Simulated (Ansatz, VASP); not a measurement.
## Two plane-wave programs on SnO

File INCAR:

```
ALGO = Normal
EDIFF = 1E-6
ENCUT = 520
GGA = PE
ISIF = 2
ISMEAR = -1
LASPH = True
LCHARG = False
LREAL = False
LWAVE = False
NBANDS = 17
NELM = 100
PREC = Accurate
SIGMA = 0.02
```

Contents of KPOINTS:

```
k-points
0
Gamma
  8 8 8
```

POSCAR

```
SnO
1.0
    0.0000000000      2.5369732555      2.5369732555
    2.5369732555      0.0000000000      2.5369732555
    2.5369732555      2.5369732555      0.0000000000
Sn O
1 1
Direct
    0.0000000000      0.0000000000      0.0000000000
    0.5000000000      0.5000000000      0.5000000000
```

Input for Ansatz:

```yaml
crystal:
  lattice:
    - [0.0, 2.5369732555, 2.5369732555]
    - [2.5369732555, 0.0, 2.5369732555]
    - [2.5369732555, 2.5369732555, 0.0]
  atoms:
    - { symbol: Sn, position: [0.0, 0.0, 0.0] }
    - { symbol: O, position: [0.5, 0.5, 0.5] }
kpoints:
  mp_grid: { grid: [8, 8, 8] }
  band_path:
    path:
      - [0.0, 0.0, 0.0]
      - [0.5, 0.0, 0.5]
      - [0.625, 0.25, 0.625]
      - [0.375, 0.375, 0.75]
      - [0.5, 0.5, 0.5]
      - [0.5, 0.25, 0.75]
      - [0.132894, 0.145671, -0.43335]
      - [-0.102783, 0.053467, 0.470133]
      - [0.5, 0.425, 0.575]
    npoints: 1
hamiltonian:
  xc: pbe
scf:
  occupations: { method: fermi_dirac, width: 0.02 }
  n_extra_bands: 4
output:
  forces: true
  stress: true
  eigenvalues: true
```

Alike in both runs: task single point; functional PBE; k mesh 8 × 8 × 8; occupations fermi-dirac, width 0.02 eV; no spin polarisation.

|  | VASP | Ansatz |
| --- | --- | --- |
| version | VASP 6.6.1 | Ansatz 0.2.0 |
| potentials or method | VASP PAW PBE potentials, release 64 (Sn_d, O) | plane waves, PAW |
| plane-wave cutoff (eV) | 520 | 420 |
| valence electrons in the cell | 20 | 20 |

Ansatz gave:

```
gap on the k mesh at the Fermi level (eV) : 0.89
pressure (GPa)                            : 2.4
```

**Question.** Which values does VASP return?

**Answer.** gap on the k mesh at the Fermi level (eV): 0.89; pressure (GPa): 2.3.
